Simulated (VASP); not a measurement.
# Zr in VASP: a series of runs

Runs on Zr. Level: RPBE. Tasks: single point.

Program: VASP 6.6.1. These are calculated values, not measurements. Logs are shortened: lines on timing, memory, paths and dates and some standing lists are left out, and cuts for length are marked.

### Step 1. The cell of the first run

The typed cell holds 2 atoms: a = 3.301 Å, b = 3.301 Å, c = 5.282 Å, α = 90.01°, β = 90.01°, γ = 119.96°.

### Step 2. Single point, RPBE (24.94 Å³/atom)

Input file INCAR:

```
SYSTEM = Zr
ALGO = Normal
EDIFF = 1E-6
ENCUT = 520
GGA = RP
ISIF = 2
ISMEAR = -1
LASPH = .TRUE.
LCHARG = .FALSE.
LREAL = .FALSE.
LWAVE = .FALSE.
NBANDS = 19
NELM = 60
PREC = Accurate
SIGMA = 0.1
```

Input file KPOINTS:

```
k-points
0
G
  13 13 7
  0 0 0
```

Input file POSCAR:

```
Zr
1.0
   -1.8225418969      2.2199458078      1.6274670949
    2.2199458078     -1.8225418969      1.6274670949
    3.6802980219      3.6802980219     -0.8996211041
Zr
2
Direct
    0.0416033148      0.9583966852      1.0000000000
    0.7083966852      0.2916033148      0.5000000000
```

Potentials or basis: VASP PAW PBE potentials, release 64 (Zr_sv).

On the command line:

```
cat potpaw_PBE.64/Zr_sv/POTCAR > POTCAR
mpirun -np 1 vasp_std > vasp.out
```

OUTCAR:

```text
SYSTEM = Zr
   EDIFF = 1E-6
   ENCUT = 520
   GGA = RP
   ISIF = 2
   ISMEAR = -1
   LASPH = .TRUE.
   LREAL = .FALSE.
   NELM = 60
   PREC = Accurate

 ion  position               nearest neighbor table
   1  0.042  0.958  0.000-   2 3.26   2 3.26   2 3.26   2 3.26   2 3.26   2 3.26
   2  0.708  0.292  0.500-   1 3.26   1 3.26   1 3.26   1 3.26   1 3.26   1 3.26

  LATTYP: Found a base centered monoclinic cell.
 ALAT       =     3.3030979878
 B/A-ratio  =     1.7307815145
 C/A-ratio  =     1.5990756487
 COS(beta)  =    -0.0001764142

  Lattice vectors:

 A1 = (  -1.8225418969,   2.2199458078,   1.6274670949)
 A2 = (   2.2199458078,  -1.8225418969,   1.6274670949)
 A3 = (   3.6802980219,   3.6802980219,  -0.8996211041)

Analysis of symmetry for initial positions (statically):
=====================================================================
 Subroutine PRICEL returns:
 Original cell was already a primitive cell.

 Routine SETGRP: Setting up the symmetry group for a
 base centered monoclinic supercell.

 Subroutine GETGRP returns: Found  4 space group operations
 (whereof  2 operations were pure point group operations)
 out of a pool of  4 trial point group operations.

The static configuration has the point symmetry C_2 .
 The point group associated with its full space group is C_2h.

Analysis of symmetry for dynamics (positions and initial velocities):
=====================================================================
 Subroutine PRICEL returns:
 Original cell was already a primitive cell.

 Routine SETGRP: Setting up the symmetry group for a
 base centered monoclinic supercell.

 Subroutine GETGRP returns: Found  4 space group operations
 (whereof  2 operations were pure point group operations)
 out of a pool of  4 trial point group operations.

The dynamic configuration has the point symmetry C_2 .
 The point group associated with its full space group is C_2h.

 Subroutine INISYM returns: Found  4 space group operations
 (whereof  2 operations are pure point group operations),
 and found     1 'primitive' translations

----------------------------------------------------------------------------------------

                                     Primitive cell

  volume of cell :      49.8707

  direct lattice vectors                    reciprocal lattice vectors
    -1.822541897  2.219945808  1.627467095    -0.087224866  0.160147562  0.298322540
     2.219945808 -1.822541897  1.627467095     0.160147562 -0.087224866  0.298322540
     3.680298022  3.680298022 -0.899621104     0.131921414  0.131921414 -0.032213300

  length of vectors
     3.301282705  3.301282705  5.281903558     0.349645187  0.349645187  0.189325686

  position of ions in fractional coordinates (direct lattice)
     0.041603315  0.958396685  1.000000000
     0.708396685  0.291603315  0.500000000

  ion indices of the primitive-cell ions
   primitive index   ion index
                 1           1
                 2           2

----------------------------------------------------------------------------------------

 KPOINTS: k-points

Automatic generation of k-mesh.
 Grid dimensions read from file:
 generate k-points for:   13   13    7

 Generating k-lattice:

  Cartesian coordinates                     Fractional coordinates (reciprocal lattice)
    -0.006709605  0.012319043  0.022947888     0.076923077 -0.000000000 -0.000000000
     0.012319043 -0.006709605  0.022947888    -0.000000000  0.076923077 -0.000000000
     0.018845916  0.018845916 -0.004601900    -0.000000000 -0.000000000  0.142857143

  Length of vectors
     0.026895784  0.026895784  0.027046527

  Shift w.r.t. Gamma in fractional coordinates (k-lattice)
     0.000000000  0.000000000  0.000000000

 Subroutine IBZKPT returns following result:
 ===========================================

 Found    322 irreducible k-points:

 Following reciprocal coordinates:
            Coordinates               Weight
  0.000000  0.000000  0.000000      1.000000
  0.076923  0.000000  0.000000      4.000000
  0.153846 -0.000000 -0.000000      4.000000
  0.230769  0.000000  0.000000      4.000000
  0.307692 -0.000000 -0.000000      4.000000
  0.384615 -0.000000  0.000000      4.000000
[... 16 lines left out ...]
  0.384615  0.153846 -0.000000      4.000000
  0.461538  0.153846 -0.000000      4.000000
 [... further k-points ...]
   k-points           NKPTS =    322   k-points in BZ     NKDIM =    322   number of bands    NBANDS=     19
   number of dos      NEDOS =    301   number of ions     NIONS =      2
   total plane-waves  NPLWV =  31360
   dimension x,y,z NGX =    28 NGY =   28 NGZ =   40
   dimension x,y,z NGXF=    56 NGYF=   56 NGZF=   80
   ions per type =               2
   NGX,Y,Z   is equivalent  to a cutoff of  14.10, 14.10, 12.59 a.u.
   NGXF,Y,Z  is equivalent  to a cutoff of  28.20, 28.20, 25.18 a.u.
 SYSTEM =  Zr
   PREC   = accura    normal or accurate (medium, high low for compatibility)
   ISTART =      0    job   : 0-new  1-cont  2-samecut
   ICHARG =      2    charge: 1-file 2-atom 10-const
   ISPIN  =      1    spin polarized calculation?
   LNONCOLLINEAR =      F non collinear calculations
   LSORBIT =      F    spin-orbit coupling
   LASPH  =      T    aspherical Exc in radial PAW
   ENCUT  =  520.0 eV  38.22 Ry    6.18 a.u.   6.14  6.14  9.82*2*pi/ulx,y,z
   NELM   =     60;   NELMIN=  2; NELMDL= -5     # of ELM steps
   EDIFF  = 0.1E-05   stopping-criterion for ELM
   LREAL  =      F    real-space projection
   EDIFFG = 0.1E-04   stopping-criterion for IOM
   NSW    =      0    number of steps for IOM
   IBRION =     -1    ionic relax: 0-MD 1-quasi-New 2-CG
   NFREE  =      0    steps in history (QN), initial steepest desc. (CG)
   ISIF   =      2    stress and relaxation
   ISYM   =      2    0-nonsym 1-usesym 2-fastsym
   POTIM  = 0.5000    time-step for ionic-motion
   TEBEG  =    0.0;   TEEND  =   0.0 temperature during run
   PSTRESS=    0.0 pullay stress
   NELECT =      24.0000    total number of electrons
   NUPDOWN=      -1.0000    fix difference up-down
   EMIN   =  10.00;   EMAX   =-10.00  energy-range for DOS
   EFERMI =   0.00;   METHOD = LEGACY
   ISMEAR =    -1;   SIGMA  =   0.10  broadening in eV -4-tet -1-fermi 0-gaus
   EFERMI_NEDOS =   21; number of points for ismear=-14 and -15
   IALGO  =     38    algorithm
   IMIX   =      4    mixing-type and parameters
     AMIX     =   0.40;   BMIX     =  1.00
     AMIX_MAG =   1.60;   BMIX_MAG =  1.00
  volume/ion in A,a.u.               =      24.94       168.27
  Fermi-wavevector in a.u.,A,eV,Ry     =   1.282912  2.424351 22.393311  1.645862
  Thomas-Fermi vector in A             =   2.415195
   LORBIT       =      0    0 simple, 1 ext, 2 COOP (PROOUT), +10 PAW based schemes
   GGA     = RP    functional components
   LHFCALC =     F    Hartree Fock is set to
   AEXX    =    0.0000 exact exchange contribution
   IVDW    =     0    specifies the selected vdW correction
   LEPSILON=     F    determine dielectric tensor
   LRPA    =     F    only Hartree local field effects (RPA)
 non-spin polarized calculation
  energy-cutoff  :      520.00
  volume of cell :       49.87
 maximum number of plane-waves:      1358
 NGX is ok and might be reduce to    28
   NGX = 13   NGY = 13   NGZ = 19

 number of electron      24.0000001 magnetization

 Free energy of the ion-electron system (eV)
  ---------------------------------------------------
  ext. energy  EPLUGINS =         0.00000000
  ---------------------------------------------------
  free energy    TOTEN  =       -16.20879881 eV

  energy without entropy =      -16.13514958  energy(sigma->0) =      -16.17197419

 E-fermi :   8.3151     XC(G=0): -10.6975

 val. band max:        8.3110256330   @ k =  -0.3077  -0.3077   0.2857
 cond. band min:       8.3168166271   @ k =   0.1538  -0.0000  -0.0000
 fundamental gap:      0.0057909942
 Fermi energy:         8.3151049134

 k-point     1 :       0.0000    0.0000    0.0000
  band No.  band energies     occupation
      1     -40.6741      2.00000
      2     -40.5611      2.00000
      3     -19.0722      2.00000
      4     -18.3817      2.00000
      5     -18.3811      2.00000
      6     -18.2792      2.00000
[... 11 lines left out ...]
     18      10.3879      0.00000
     19      12.4563      0.00000

 k-point     2 :       0.0769    0.0000    0.0000
  band No.  band energies     occupation
      1     -40.6691      2.00000
      2     -40.5590      2.00000
      3     -19.0578      2.00000
      4     -18.4133      2.00000
      5     -18.3917      2.00000
      6     -18.3033      2.00000
[... 11 lines left out ...]
     18      10.2573      0.00000
     19      12.5528      0.00000

 k-point     3 :       0.1538   -0.0000   -0.0000
  band No.  band energies     occupation
      1     -40.6549      2.00000
      2     -40.5532      2.00000
      3     -19.0164      2.00000
      4     -18.5013      2.00000
      5     -18.4197      2.00000
      6     -18.3929      2.00000
[... 11 lines left out ...]
     18      10.3391      0.00000
     19      12.7500      0.00000

 k-point     4 :       0.2308    0.0000    0.0000
  band No.  band energies     occupation
      1     -40.6341      2.00000
      2     -40.5458      2.00000
      3     -18.9529      2.00000
      4     -18.6255      2.00000
      5     -18.5150      2.00000
      6     -18.4576      2.00000
[... 11 lines left out ...]
     18      10.9428      0.00000
     19      12.9412      0.00000

 k-point     5 :       0.3077   -0.0000   -0.0000
  band No.  band energies     occupation
      1     -40.6106      2.00000
      2     -40.5393      2.00000
      3     -18.8755      2.00000
      4     -18.7571      2.00000
      5     -18.6396      2.00000
      6     -18.4964      2.00000
[... 11 lines left out ...]
     18      11.6948      0.00000
     19      13.0783      0.00000
[... 334 lines left out ...]
      2     -40.5374      2.00000
      3     -18.8435      2.00000
      4     -18.7450      2.00000
      5     -18.6957      2.00000
      6     -18.5105      2.00000
[... 11 lines left out ...]
     18      12.4291      0.00000
     19      12.8866      0.00000

 k-point    22 :       0.3077    0.1538   -0.0000
  band No.  band energies     occupation
      1     -40.5812      2.00000
      2     -40.5354      2.00000
      3     -18.8394      2.00000
      4     -18.7668      2.00000
      5     -18.7422      2.00000
      6     -18.5699      2.00000
[... 11 lines left out ...]
     18      12.9039      0.00000
     19      13.3359      0.00000

 k-point    23 :       0.3846    0.1538   -0.0000
  band No.  band energies     occupation
      1     -40.5676      2.00000
      2     -40.5364      2.00000
      3     -18.8920      2.00000
      4     -18.7654      2.00000
      5     -18.7078      2.00000
      6     -18.6073      2.00000
[... 11 lines left out ...]
     18      12.9093      0.00000
     19      14.0305      0.00000

 k-point    24 :       0.4615    0.1538   -0.0000
  band No.  band energies     occupation
      1     -40.5676      2.00000
      2     -40.5364      2.00000
      3     -18.8922      2.00000
      4     -18.7659      2.00000
      5     -18.7076      2.00000
      6     -18.6070      2.00000
[... 11 lines left out ...]
     18      12.9091      0.00000
     19      14.0373      0.00000

 [... further k-points ...]
[... 5 lines left out ...]
  --------------------------------------------------------------------------------------
  -------------------------------------------------------------------------------------
  Total       -1.0250506     -1.0250506     -1.0225173     -0.0270542      0.0048307      0.0048306
  in kB      -32.9314038    -32.9314038    -32.8500170     -0.8691596      0.1551929      0.1551924
  external PRESSURE =     -32.9042749 kB  Pullay stress =       0.0000000 kB

 VOLUME and BASIS-vectors are now :
 -----------------------------------------------------------------------------
  energy-cutoff  :      520.00
  volume of cell :       49.87
      direct lattice vectors                 reciprocal lattice vectors
    -1.822541897  2.219945808  1.627467095    -0.087224866  0.160147562  0.298322540
     2.219945808 -1.822541897  1.627467095     0.160147562 -0.087224866  0.298322540
     3.680298022  3.680298022 -0.899621104     0.131921414  0.131921414 -0.032213300

 POSITION                                       TOTAL-FORCE (eV/Angst)
 -----------------------------------------------------------------------------------
      2.05176     -1.65436      1.62747        -0.001512      0.001512      0.000000
      1.19641      2.88129      1.17766         0.001512     -0.001512     -0.000000
 -----------------------------------------------------------------------------------
    total drift:                               -0.000000     -0.000000      0.000000

  FREE ENERGIE OF THE ION-ELECTRON SYSTEM (eV)
  ---------------------------------------------------
  free  energy   TOTEN  =       -16.2087988113 eV

  energy  without entropy=      -16.1351495772  energy(sigma->0) =      -16.17197419
```

It took 10 min on 1 thread of Intel Xeon 8259CL, shared host; peak memory 0.34 GiB.

Results:

```
Free energy            : -16.2088 eV
Pressure               : -3.3 GPa
Band gap on the k mesh : zero (bands 12 and 13 overlap by 1.14 eV)
```

Forces on the atoms (eV/Å):
```
Zr  -0.002  0.002  0.000
Zr   0.002 -0.002  0.000
```

Caveat: the cell stands under tension; the PAW data sets were made with another functional, which shifts forces and pressure a little.

### Step 3. Single point, RPBE (25.89 Å³/atom)

This run uses another cell than the first one, of 25.89 Å³/atom.

Input file INCAR:

```
SYSTEM = Zr
PREC     = Accurate       ! precision mode
ENCUT    = 520            ! plane-wave cutoff, eV
EDIFF    = 1E-6           ! SCF threshold, eV
ISMEAR   = -1             ! smearing method
SIGMA    = 0.1            ! smearing width, eV
LREAL    = .FALSE.        ! projectors in reciprocal space
LASPH    = .TRUE.         ! aspherical terms in the spheres
NELM     = 100            ! most SCF steps
ALGO     = Normal         ! electronic algorithm
ISIF     = 2              ! what is computed and relaxed
LWAVE    = .FALSE.        ! write WAVECAR
LCHARG   = .TRUE.         ! write CHGCAR
GGA      = RP             ! functional
LELF     = .TRUE.         ! ELF
LVHAR    = .TRUE.       
NBANDS   = 19             ! bands
```

Input file KPOINTS:

```
regular mesh
0
G
  13 13 7
  0 0 0
```

Input file POSCAR:

```
Zr
1.0
   -1.8456144968      2.2480493711      1.6480701314
    2.2480493711     -1.8456144968      1.6480701314
    3.7268890188      3.7268890188     -0.9110099221
Zr
2
Direct
    0.0416033148      0.9583966852      1.0000000000
    0.7083966852      0.2916033148      0.5000000000
```

Potentials or basis: VASP PAW PBE potentials, release 64 (Zr_sv).

On the command line:

```
cat potpaw_PBE.64/Zr_sv/POTCAR > POTCAR
mpirun -np 1 vasp_std > vasp.out
```

Run time: 11 min. Hardware: 1 thread of Intel Xeon 8259CL, shared host; peak memory 0.34 GiB.

The run converged. Its results:

```yaml
Free_energy: -16.1534 eV
Pressure: -6.0 GPa
Band_gap_on_the_k_mesh: zero (bands 12 and 13 overlap by 1.13 eV)
```

Forces on the atoms (eV/Å):
```
Zr  -0.001  0.001  0.000
Zr   0.001 -0.001  0.000
```

Stress tensor (GPa, compression positive):
```
-6.05 -0.16  0.03
-0.16 -6.05  0.03
 0.03  0.03 -5.98
```

Levels at points of the mesh, in eV from the Fermi level:
| k point | band 10 | band 11 | band 12 | band 13 | band 14 | band 15 |
| --- | --- | --- | --- | --- | --- | --- |
| (0.00, 0.00, 0.00) | -2.73 | 0.79 | 0.87 | 0.88 | 0.95 | 1.45 |

Caveat: the cell stands under tension; the PAW data sets were made with another functional, which shifts forces and pressure a little.

### Step 4. Single point, RPBE (26.85 Å³/atom)

This run uses another cell than the first one, of 26.85 Å³/atom.

Input file INCAR:

```
SYSTEM = Zr
PREC = Accurate ; ENCUT = 520
EDIFF = 1E-7 ; ISMEAR = -1
SIGMA = 0.1 ; LREAL = .False.
LASPH = .True. ; NELM = 80
ALGO = Normal ; ISIF = 2
LWAVE = .False. ; LCHARG = .False.
GGA = RP ; NBANDS = 19
```

Input file KPOINTS:

```
regular mesh
0
Gamma
  13 13 7
  0 0 0
```

Input file POSCAR:

```
Zr
1.0
   -1.8681242091      2.2754673095      1.6681705286
    2.2754673095     -1.8681242091      1.6681705286
    3.7723433647      3.7723433647     -0.9221208942
Zr
2
Direct
    0.0416033148      0.9583966852      1.0000000000
    0.7083966852      0.2916033148      0.5000000000
```

On the command line:

```
cat potpaw_PBE.64/Zr_sv/POTCAR > POTCAR
mpirun -np 1 vasp_std > vasp.out
```

It took 14 min on 1 thread of Intel Xeon 8259CL, shared host; peak memory 0.35 GiB.

The run converged. Its results:

| Item | Value |
| --- | --- |
| Free energy | -16.0680 eV |
| Pressure | -8.3 GPa |
| Band gap on the k mesh | zero (bands 12 and 13 overlap by 1.12 eV) |

Forces on the atoms (eV/Å):
```
Zr  -0.001  0.001  0.000
Zr   0.001 -0.001  0.000
```

Stress tensor (GPa, compression positive):
```
-8.37 -0.20  0.05
-0.20 -8.37  0.05
 0.05  0.05 -8.24
```

Levels at points of the mesh, in eV from the Fermi level:
```tsv
k point	band 8	band 9	band 10	band 11	band 12	band 13	band 14	band 15	band 16	band 17
(0.00, 0.00, 0.00)	-26.83	-5.34	-2.65	0.70	0.85	0.86	0.93	1.40	1.42	1.93
```

Caveat: the cell stands under tension; the PAW data sets were made with another functional, which shifts forces and pressure a little.

### Step 5. Overview

```csv
cell,gap on the mesh (eV),pressure (GPa)
"a = 3.301, b = 3.301, c = 5.282 Å, angles 90.0, 90.0, 120.0°, 2 atoms",none,-3.3
"a = 3.343, b = 3.343, c = 5.349 Å, angles 90.0, 90.0, 120.0°, 2 atoms",none,-6.0
"a = 3.384, b = 3.384, c = 5.414 Å, angles 90.0, 90.0, 120.0°, 2 atoms",none,-8.3
```

Alike in all rows: task single point; level RPBE; potentials or basis VASP PAW PBE potentials, release 64 (Zr_sv); no spin polarisation; k mesh 13 × 13 × 7; cutoff (eV) 520; smearing fermi-dirac 0.1 eV.

Caveats: the cell stands under tension; the PAW data sets were made with another functional, which shifts forces and pressure a little.

Total energies depend on the potentials used, so only differences within one code and one set of settings carry meaning.

The gap in the log of VASP goes by the Fermi energy; the results here count the filled bands.